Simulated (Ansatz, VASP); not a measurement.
# BaHf3O2 in VASP and in Ansatz

```xyz
6
Lattice="3.1670 0.0000 0.0000 0.0000 3.1670 0.0000 0.0000 0.0000 10.7991" Properties=species:S:1:pos:R:3 pbc="T T T"
Ba    0.0000    0.0000    5.3996
Hf    1.5835    1.5835    8.5363
Hf    1.5835    1.5835    2.2629
Hf    0.0000    0.0000    0.0000
O     0.0000    0.0000    2.4772
O     0.0000    0.0000    8.3219
```

Alike in both runs: functional PBE; k mesh 12 × 12 × 4; occupations gaussian, width 0.1 eV; no spin polarisation.

Ansatz relaxed the structure, and its values are those at the end. VASP's run is a single point on that final structure, the one shown.

|  | VASP | Ansatz |
| --- | --- | --- |
| version | VASP 6.6.1 | Ansatz 0.2.0 |
| potentials or method | VASP PAW PBE potentials, release 64 (Ba_sv, Hf_pv, O), cutoff 520 eV | scalar-relativistic, plane waves, PAW |
| valence electrons in the cell | 52 | 100 |

Ansatz gave:

```
gap on the k mesh at the Fermi level (eV) : none
pressure (GPa)                            : 0.0
rms of the force components (eV/Å)        : 0.002
```

**Question.** What did VASP give for the same quantities?

**Answer.** gap on the k mesh at the Fermi level (eV): none; pressure (GPa): -0.5; rms of the force components (eV/Å): 0.033.

A gap of «none» marks a metal or a gap that the smearing closes. With one functional, cell and mesh, what is left measures potentials, basis and numerics. VASP's potentials hold 52 valence electrons a cell and Ansatz's 100, so a difference there can come from the potentials and not from the codes.

Spin-orbit coupling is off throughout.
